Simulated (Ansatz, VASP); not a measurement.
**MgO: VASP beside Ansatz**

```
Mg O
1.0
     0.00000    2.10217    2.10217
     2.10217    0.00000    2.10217
     2.10217    2.10217    0.00000
Mg O
1 1
Direct
  0.00000 0.00000 0.00000
  0.50000 0.50000 0.50000
```

Alike in both runs: task single point; functional PBEsol; k mesh 8 × 8 × 8; occupations fermi-dirac, width 0.2 eV; no spin polarisation.

```csv
,VASP,Ansatz
version,VASP 6.6.1,Ansatz 0.2.0
potentials or method,"VASP PAW PBE potentials, release 64 (Mg, O)",plane waves
plane-wave cutoff (eV),520,420
valence electrons in the cell,8,16
```

|  | VASP | Ansatz | Ansatz less VASP |
| --- | --- | --- | --- |
| pressure (GPa) | 0.6 | 1.1 | +0.50 |

VASP's potentials were made for PBE, not for PBEsol. VASP's potentials hold 8 valence electrons a cell and Ansatz's 16, so a difference there can come from the potentials and not from the codes.
